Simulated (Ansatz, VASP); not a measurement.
Mn: VASP beside Ansatz

```
Mn
1.0
     4.09918    0.00000    0.00000
    -2.04959    3.54999    0.00000
     0.00000    0.00000    2.58472
Mn
3
Cartesian
  4.0992 0.0000 0.0000
  0.0000 2.3667 1.2924
  2.0496 1.1833 1.2924
```

Alike in both runs: task single point; functional BLYP; k mesh 10 × 10 × 14; occupations fermi-dirac, width 0.1 eV; no spin polarisation.

```csv
,VASP,Ansatz
version,VASP 6.6.1,Ansatz 0.2.0
potentials or method,"VASP PAW PBE potentials, release 64 (Mn_pv), cutoff 520 eV","plane waves (420 eV) with PAW, scalar-relativistic"
valence electrons in the cell,39,45
```

|  | VASP | Ansatz | Ansatz less VASP |
| --- | --- | --- | --- |
| pressure (GPa) | -21.3 | -21.6 | -0.31 |
| traceless stress, the component that is largest in VASP (GPa) | 1.19 | 1.20 | +0.009 |

VASP's potentials were made for PBE, not for BLYP. With one functional, cell and mesh, what is left measures potentials, basis and numerics. VASP's potentials hold 39 valence electrons a cell and Ansatz's 45, so a difference there can come from the potentials and not from the codes.
